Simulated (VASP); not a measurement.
# Sb (R-3m) in VASP: further runs

Sb is run at these levels: PBEsol; tasks: single point, relaxation of cell and atoms.

Program: VASP 6.6.1. These are calculated values, not measurements. Logs are shortened: lines on timing, memory, paths and dates and some standing lists are left out, and cuts for length are marked.

### 1 The cell of the first run

The structure is trigonal, space group R-3m (No. 166). The conventional cell has a = 4.323 Å, b = 4.323 Å, c = 11.070 Å, α = 90.00°, β = 90.00°, γ = 120.00°. Within 3.9 Å of Sb (site symmetry 3m) lie 6 Sb at 2.92 to 3.30 Å.

### 2 Single point, PBEsol

INCAR reads:

```
PREC = Accurate
ENCUT = 500
EDIFF = 1E-6
ISMEAR = -1
SIGMA = 0.05
LREAL = False
LASPH = True
NELM = 120
ALGO = Normal
ISIF = 2
LWAVE = False
LCHARG = True
GGA = PS
LELF = True
LVHAR = True
NBANDS = 12
GGA_COMPAT = False
```

KPOINTS reads:

```
Automatic mesh
0
Gamma
  10 10 10
```

POSCAR reads:

```
Sb
1.0
    2.1613133864      1.2478348654      3.6901310136
   -2.1613133864      1.2478348654      3.6901310136
    0.0000000000     -2.4956697308      3.6901310136
Sb
2
Direct
    0.2355353612      0.2355353612      0.2355353612
    0.7644646388      0.7644646388      0.7644646388
```

Potentials or basis: VASP PAW PBE potentials, release 64 (Sb).

Launch:

```sh
cat potpaw_PBE.64/Sb/POTCAR > POTCAR
mpirun -np 1 vasp_std > vasp.out
```

OUTCAR:

```text
PREC = Accurate
   ENCUT = 500
   EDIFF = 1E-6
   ISMEAR = -1
   LREAL = False
   LASPH = True
   NELM = 120
   ISIF = 2
   GGA = PS

 ion  position               nearest neighbor table
   1  0.236  0.236  0.236-   2 2.92   2 2.92   2 2.92   2 3.30   2 3.30   2 3.30
   2  0.764  0.764  0.764-   1 2.92   1 2.92   1 2.92   1 3.30   1 3.30   1 3.30

  LATTYP: Found a trigonal (rhomboedric) cell.
 ALAT       =     4.4548214670
 COS(alpha) =     0.5292342327

  Lattice vectors:

 A1 = (   2.1613133864,   1.2478348654,   3.6901310136)
 A2 = (  -2.1613133864,   1.2478348654,   3.6901310136)
 A3 = (   0.0000000000,  -2.4956697308,   3.6901310136)

Analysis of symmetry for initial positions (statically):
=====================================================================
 Subroutine PRICEL returns:
 Original cell was already a primitive cell.

 Routine SETGRP: Setting up the symmetry group for a
 trigonal (rhombohedral) supercell.

 Subroutine GETGRP returns: Found 12 space group operations
 (whereof 12 operations were pure point group operations)
 out of a pool of 12 trial point group operations.

The static configuration has the point symmetry D_3d.

Analysis of symmetry for dynamics (positions and initial velocities):
=====================================================================
 Subroutine PRICEL returns:
 Original cell was already a primitive cell.

 Routine SETGRP: Setting up the symmetry group for a
 trigonal (rhombohedral) supercell.

 Subroutine GETGRP returns: Found 12 space group operations
 (whereof 12 operations were pure point group operations)
 out of a pool of 12 trial point group operations.

The dynamic configuration has the point symmetry D_3d.

 Subroutine INISYM returns: Found 12 space group operations
 (whereof 12 operations are pure point group operations),
 and found     1 'primitive' translations

----------------------------------------------------------------------------------------

                                     Primitive cell

  volume of cell :      59.7129

  direct lattice vectors                    reciprocal lattice vectors
     2.161313386  1.247834865  3.690131014     0.231340815  0.133564682  0.090331029
    -2.161313386  1.247834865  3.690131014    -0.231340815  0.133564682  0.090331029
     0.000000000 -2.495669731  3.690131014     0.000000000 -0.267129363  0.090331029

  length of vectors
     4.454821467  4.454821467  4.454821467     0.281988992  0.281988992  0.281988992

  position of ions in fractional coordinates (direct lattice)
     0.235535361  0.235535361  0.235535361
     0.764464639  0.764464639  0.764464639

  ion indices of the primitive-cell ions
   primitive index   ion index
                 1           1
                 2           2

----------------------------------------------------------------------------------------

 KPOINTS: Automatic mesh

Automatic generation of k-mesh.
 Grid dimensions read from file:
 generate k-points for:   10   10   10

 Generating k-lattice:

  Cartesian coordinates                     Fractional coordinates (reciprocal lattice)
     0.023134081  0.013356468  0.009033103     0.100000000 -0.000000000 -0.000000000
    -0.023134081  0.013356468  0.009033103    -0.000000000  0.100000000 -0.000000000
     0.000000000 -0.026712936  0.009033103    -0.000000000 -0.000000000  0.100000000

  Length of vectors
     0.028198899  0.028198899  0.028198899

  Shift w.r.t. Gamma in fractional coordinates (k-lattice)
     0.000000000  0.000000000  0.000000000

 Subroutine IBZKPT returns following result:
 ===========================================

 Found    116 irreducible k-points:

 Following reciprocal coordinates:
            Coordinates               Weight
  0.000000  0.000000  0.000000      1.000000
  0.100000  0.000000  0.000000      6.000000
  0.200000  0.000000  0.000000      6.000000
  0.300000  0.000000  0.000000      6.000000
  0.400000  0.000000  0.000000      6.000000
  0.500000  0.000000  0.000000      3.000000
[... 16 lines left out ...]
  0.300000  0.300000  0.000000      6.000000
  0.400000  0.300000  0.000000     12.000000
 [... further k-points ...]
   k-points           NKPTS =    116   k-points in BZ     NKDIM =    116   number of bands    NBANDS=     12
   number of dos      NEDOS =    301   number of ions     NIONS =      2
   total plane-waves  NPLWV =  32768
   dimension x,y,z NGX =    32 NGY =   32 NGZ =   32
   dimension x,y,z NGXF=    64 NGYF=   64 NGZF=   64
   ions per type =               2
   NGX,Y,Z   is equivalent  to a cutoff of  11.94, 11.94, 11.94 a.u.
   NGXF,Y,Z  is equivalent  to a cutoff of  23.88, 23.88, 23.88 a.u.
 SYSTEM =  unknown system
   PREC   = accura    normal or accurate (medium, high low for compatibility)
   ISTART =      0    job   : 0-new  1-cont  2-samecut
   ICHARG =      2    charge: 1-file 2-atom 10-const
   ISPIN  =      1    spin polarized calculation?
   LNONCOLLINEAR =      F non collinear calculations
   LSORBIT =      F    spin-orbit coupling
   LASPH  =      T    aspherical Exc in radial PAW
   ENCUT  =  500.0 eV  36.75 Ry    6.06 a.u.   8.12  8.12  8.12*2*pi/ulx,y,z
   NELM   =    120;   NELMIN=  2; NELMDL= -5     # of ELM steps
   EDIFF  = 0.1E-05   stopping-criterion for ELM
   LREAL  =      F    real-space projection
   EDIFFG = 0.1E-04   stopping-criterion for IOM
   NSW    =      0    number of steps for IOM
   IBRION =     -1    ionic relax: 0-MD 1-quasi-New 2-CG
   NFREE  =      0    steps in history (QN), initial steepest desc. (CG)
   ISIF   =      2    stress and relaxation
   ISYM   =      2    0-nonsym 1-usesym 2-fastsym
   POTIM  = 0.5000    time-step for ionic-motion
   TEBEG  =    0.0;   TEEND  =   0.0 temperature during run
   PSTRESS=    0.0 pullay stress
   NELECT =      10.0000    total number of electrons
   NUPDOWN=      -1.0000    fix difference up-down
   EMIN   =  10.00;   EMAX   =-10.00  energy-range for DOS
   EFERMI =   0.00;   METHOD = LEGACY
   ISMEAR =    -1;   SIGMA  =   0.05  broadening in eV -4-tet -1-fermi 0-gaus
   EFERMI_NEDOS =   21; number of points for ismear=-14 and -15
   IALGO  =     38    algorithm
   IMIX   =      4    mixing-type and parameters
     AMIX     =   0.40;   BMIX     =  1.00
     AMIX_MAG =   1.60;   BMIX_MAG =  1.00
  volume/ion in A,a.u.               =      29.86       201.48
  Fermi-wavevector in a.u.,A,eV,Ry     =   0.902372  1.705236 11.078883  0.814275
  Thomas-Fermi vector in A             =   2.025567
   LORBIT       =      0    0 simple, 1 ext, 2 COOP (PROOUT), +10 PAW based schemes
   GGA     = PS    functional components
   LHFCALC =     F    Hartree Fock is set to
   AEXX    =    0.0000 exact exchange contribution
   IVDW    =     0    specifies the selected vdW correction
   LEPSILON=     F    determine dielectric tensor
   LRPA    =     F    only Hartree local field effects (RPA)
 non-spin polarized calculation
  energy-cutoff  :      500.00
  volume of cell :       59.71
 maximum number of plane-waves:      1538
   NGX = 17   NGY = 17   NGZ = 17

 number of electron      10.0000000 magnetization

 number of electron       9.9999999 magnetization

 Free energy of the ion-electron system (eV)
  ---------------------------------------------------
  ext. energy  EPLUGINS =         0.00000000
  ---------------------------------------------------
  free energy    TOTEN  =        -9.12060000 eV

  energy without entropy =       -9.11881471  energy(sigma->0) =       -9.11970735

 E-fermi :   7.1826     XC(G=0):  -9.7219

 val. band max:        7.1575008829   @ k =   0.4000   0.1000   0.1000
 cond. band min:       7.2210269669   @ k =   0.5000   0.5000   0.5000
 fundamental gap:      0.0635260841
 Fermi energy:         7.1825724363

 k-point     1 :       0.0000    0.0000    0.0000
  band No.  band energies     occupation
      1      -5.5090      2.00000
      2       2.5241      2.00000
      3       5.2791      2.00000
      4       5.4268      2.00000
      5       5.4268      2.00000
      6       9.5221      0.00000
      7      10.0435      0.00000
      8      10.0435      0.00000
      9      12.1908      0.00000
     10      12.1908      0.00000
     11      12.3600      0.00000
     12      13.7329      0.00000

 k-point     2 :       0.1000    0.0000    0.0000
  band No.  band energies     occupation
      1      -5.3981      2.00000
      2       2.0008      2.00000
      3       5.3047      2.00000
      4       5.4122      2.00000
      5       5.6727      2.00000
      6       9.3982      0.00000
      7       9.7309      0.00000
      8       9.7352      0.00000
      9      11.8121      0.00000
     10      12.2114      0.00000
     11      12.2499      0.00000
     12      14.5154      0.00000

 k-point     3 :       0.2000    0.0000    0.0000
  band No.  band energies     occupation
      1      -5.0671      2.00000
      2       0.8788      2.00000
      3       5.3318      2.00000
      4       5.3883      2.00000
      5       6.0876      2.00000
      6       8.8768      0.00000
      7       9.0257      0.00000
      8       9.0346      0.00000
      9      11.8327      0.00000
     10      12.4598      0.00000
     11      12.7533      0.00000
     12      16.0695      0.00000
[... 286 lines left out ...]
 k-point    23 :       0.3000    0.3000    0.0000
  band No.  band energies     occupation
      1      -4.2884      2.00000
      2       0.1821      2.00000
      3       3.4855      2.00000
      4       4.0350      2.00000
      5       4.4325      2.00000
      6       9.2312      0.00000
      7      10.6758      0.00000
      8      11.3881      0.00000
      9      11.8705      0.00000
     10      14.7888      0.00000
     11      15.2332      0.00000
     12      16.0039      0.00000

 k-point    24 :       0.4000    0.3000    0.0000
  band No.  band energies     occupation
      1      -3.8282      2.00000
      2      -0.3723      2.00000
      3       2.8925      2.00000
      4       3.8799      2.00000
      5       4.1160      2.00000
      6       9.3659      0.00000
      7      11.2783      0.00000
      8      11.5104      0.00000
      9      11.8557      0.00000
     10      15.8394      0.00000
     11      16.2327      0.00000
     12      16.6030      0.00000

 [... further k-points ...]

------------------------ aborting loop because EDIFF is reached ----------------------------------------

  FORCE on cell =-STRESS in cart. coord.  units (eV):
  Direction    XX          YY          ZZ          XY          YZ          ZX
  --------------------------------------------------------------------------------------
  -------------------------------------------------------------------------------------
  Total        0.0730367      0.0730367      0.0537677     -0.0000000     -0.0000000      0.0000000
  in kB        1.9596749      1.9596749      1.4426595     -0.0000000     -0.0000000      0.0000000
  external PRESSURE =       1.7873365 kB  Pullay stress =       0.0000000 kB

 VOLUME and BASIS-vectors are now :
 -----------------------------------------------------------------------------
  energy-cutoff  :      500.00
  volume of cell :       59.71
      direct lattice vectors                 reciprocal lattice vectors
     2.161313386  1.247834865  3.690131014     0.231340815  0.133564682  0.090331029
    -2.161313386  1.247834865  3.690131014    -0.231340815  0.133564682  0.090331029
     0.000000000 -2.495669731  3.690131014     0.000000000 -0.267129363  0.090331029

 POSITION                                       TOTAL-FORCE (eV/Angst)
 -----------------------------------------------------------------------------------
      0.00000      0.00000      2.60747         0.000000     -0.000000      0.048909
      0.00000      0.00000      8.46292         0.000000      0.000000     -0.048909
 -----------------------------------------------------------------------------------
    total drift:                               -0.000000     -0.000000      0.000000

  FREE ENERGIE OF THE ION-ELECTRON SYSTEM (eV)
  ---------------------------------------------------
  free  energy   TOTEN  =        -9.1206000004 eV

  energy  without entropy=       -9.1188147061  energy(sigma->0) =       -9.11970735
```

It took 65 s on 1 thread of Intel Xeon 8259CL, shared host; peak memory 0.21 GiB.

What came out:

- Free energy: -9.1206 eV
- Pressure: 0.2 GPa
- Largest force: 0.049 eV/Å
- Band gap on the k mesh: zero (bands 5 and 6 overlap by 0.12 eV)

Forces in eV/Å, atoms in the order of the input:
```
Sb   0.000  0.000  0.049
Sb   0.000  0.000 -0.049
```

Caveat: the PAW data sets were made with another functional, which shifts forces and pressure a little; spin-orbit coupling is left out, which moves the levels of the heavy elements.

### 3 Relaxation of cell and atoms, PBEsol

This run uses another cell than the first one, of 30.21 Å³/atom.

INCAR reads:

```
PREC = Accurate
ENCUT = 500
EDIFF = 1E-7
ISMEAR = -1
SIGMA = 0.05
LREAL = F
LASPH = T
NELM = 120
ALGO = Normal
ISIF = 3
LWAVE = F
LCHARG = F
GGA = PS
IBRION = 2
NSW = 100
EDIFFG = -0.002
GGA_COMPAT = F
NELMIN = 4
```

KPOINTS is that of step 2.

POSCAR reads:

```
Sb
1.0
    2.1542000000      1.2437279499      3.7580000000
   -2.1542000000      1.2437279499      3.7580000000
    0.0000000000     -2.4874558998      3.7580000000
Sb
2
Direct
    0.2334900000      0.2334900000      0.2334900000
    0.7665100000      0.7665100000      0.7665100000
```

Potentials or basis: VASP PAW PBE potentials, release 64 (Sb).

Launch:

```sh
cat potpaw_PBE.64/Sb/POTCAR > POTCAR
mpirun -np 1 vasp_std > vasp.out
```

It took 8.6 min on 1 thread of Intel Xeon 8259CL, shared host; peak memory 0.24 GiB.

Results (log left out):

```
Free energy                           : -9.1209 eV
Relaxed volume                        : 29.87 Å³/atom
Relaxed cell                          : a = 4.451 Å, b = 4.451 Å, c = 4.451 Å, α = 58.16°, β = 58.16°, γ = 58.16°
Space group after relaxing (to 0.1 Å) : R-3m (No. 166)
Energy gained by relaxing             : 3.3 meV/atom
Ionic steps                           : 13
Pressure after relaxing               : 0.0 GPa
Band gap on the k mesh                : zero (bands 5 and 6 overlap by 0.11 eV)
```

Step by step:
```tsv
step	energy change (eV)	largest force (eV/Å)	pressure (GPa)	volume (Å³)
1	0.0000	0.1871	0.23	60.41
2	-0.0027	0.0708	-0.42	60.79
3	-0.0028	0.0464	-0.56	60.88
4	-0.0050	0.0261	-0.34	60.42
5	-0.0065	0.0027	0.02	59.74
6	-0.0065	0.0046	0.05	59.69
7	-0.0065	0.0083	-0.01	59.73
8	-0.0065	0.0102	-0.04	59.75
9	-0.0065	0.0019	0.01	59.70
10	-0.0065	0.0036	0.00	59.71
11	-0.0065	0.0039	0.00	59.71
12	-0.0065	0.0029	0.00	59.72
13	-0.0065	0.0000	0.00	59.73
```

Final structure:
```
Sb
1.0
     2.16350    1.24910    3.68398
    -2.16350    1.24910    3.68398
     0.00000   -2.49820    3.68398
Sb
2
Direct
  0.23605 0.23605 0.23605
  0.76395 0.76395 0.76395
```

Levels at points of the mesh, in eV from the Fermi level:
```tsv
k point	band 1	band 2	band 3	band 4	band 5	band 6	band 7	band 8	band 9
(0.00, 0.00, 0.00)	-12.67	-4.65	-1.89	-1.75	-1.75	2.39	2.88	2.88	4.99
(0.50, 0.00, 0.00)	-10.25	-9.64	-1.69	-1.51	-0.24	-0.13	0.27	0.35	7.87
(0.50, 0.50, 0.00)	-10.26	-7.83	-5.51	-3.70	-3.65	1.63	5.12	5.52	7.17
(0.50, 0.50, 0.50)	-10.92	-9.07	-1.19	-1.19	-0.43	0.02	0.02	0.99	7.32
```

Caveat: the PAW data sets were made with another functional, which shifts forces and pressure a little; spin-orbit coupling is left out, which moves the levels of the heavy elements.
